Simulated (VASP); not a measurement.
Input of a VASP 6.6.1 run:

INCAR

```
PREC = Accurate ; ENCUT = 520
EDIFF = 1E-8 ; ISMEAR = -1
SIGMA = 0.15 ; LREAL = False
LASPH = True ; NELM = 80
ALGO = Normal ; ISIF = 2
LWAVE = False ; LCHARG = False
IBRION = 8 ; NSW = 1
```

Contents of KPOINTS:

```
regular mesh
0
Gamma
  14 14 14
```

File POSCAR:

```
ScPt
1.0
    3.2104839277      0.0000000000      0.0000000000
    0.0000000000      3.2104839277      0.0000000000
    0.0000000000      0.0000000000      3.2104839277
Sc Pt
1 1
Direct
    0.5000000000      0.5000000000      0.5000000000
    0.0000000000      0.0000000000      0.0000000000
```

Potentials or basis: VASP PAW LDA potentials, release 64 (Sc_sv, Pt).

The run is started by

```sh
$ cat potpaw_LDA.64/Sc_sv/POTCAR potpaw_LDA.64/Pt/POTCAR > POTCAR
$ mpirun -np 1 vasp_std > vasp.out
```

(1) What does it give for the highest phonon frequency at Γ?

Results:

(1) 186 cm⁻¹.

Caveat: the cell stands under pressure or tension, which shifts response properties.
